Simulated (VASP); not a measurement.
Runs of VASP 6.6.1 on SnGe2. The structure is that of space group Fm-3m (No. 225), or close to it. The cells are those of the table. 

```tsv
task	cell	cutoff (eV)	smearing	gap on the mesh (eV)	pressure (GPa)	relaxed volume (Å³/atom)
relaxation of cell and atoms	relaxed from a = 4.714 Å, angles 60.0°, 3 atoms	600	gaussian 0.1 eV	none	0.0	24.77
single point	a = 4.721 Å, angles 60.0°, 3 atoms	520	fermi-dirac 0.15 eV	none	0.0	-
single point	a = 4.718 Å, angles 60.0°, 3 atoms	520	gaussian 0.1 eV	none	0.0	-
relaxation of cell and atoms	relaxed from a = 4.718 Å, angles 60.0°, 3 atoms	600	fermi-dirac 0.15 eV	none	0.0	(a)
```

Alike in all rows: level PBEsol; potentials or basis VASP PAW PBE potentials, release 64 (Sn_d, Ge_d); no spin polarisation; k mesh 12 × 12 × 12.

Task: Fill in the values left out.

Result: (a) 24.81.

Caveats: the PAW data sets were made with another functional, which shifts forces and pressure a little; spin-orbit coupling is left out, which moves the levels of the heavy elements.

A k mesh can miss the band edges, and the runs leave out spin-orbit coupling on Ge, Sn.

A gap of «none» marks levels without a gap at the run's occupations.
